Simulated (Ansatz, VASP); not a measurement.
**Two plane-wave programs on MoS2**

```
Mo S
1.0
     3.17301    0.00000    0.00000
    -1.58650    2.74791    0.00000
     0.00000    0.00000   12.43542
Mo S
2 4
Direct
  0.66667 0.33333 0.25002
  0.33333 0.66667 0.74998
  0.33333 0.66667 0.37512
  0.66667 0.33333 0.87509
  0.33333 0.66667 0.12491
  0.66667 0.33333 0.62488
```

Alike in both runs: task single point; functional PBE; k mesh 6 × 6 × 2; no spin polarisation.

```csv
,VASP,Ansatz
version,VASP 6.6.1,Ansatz 0.2.0
potentials or method,"VASP PAW PBE potentials, release 64 (Mo_sv, S)","plane waves, PAW"
plane-wave cutoff (eV),520,420
occupations,"gaussian, width 0.01 eV",fixed
valence electrons in the cell,52,52
```

Ansatz gave:

* gap on the k mesh at the Fermi level (eV): 0.94
* pressure (GPa): 2.4
* traceless stress, the component that is largest in VASP (GPa): 0.95
* rms of the force components (eV/Å): 0.054

Q: Estimate VASP's values.

A: gap on the k mesh at the Fermi level (eV): 0.95; pressure (GPa): 2.3; traceless stress, the component that is largest in VASP (GPa): 0.91; rms of the force components (eV/Å): 0.048.

Atom by atom the forces differ by 0.006 eV/Å (rms over components).
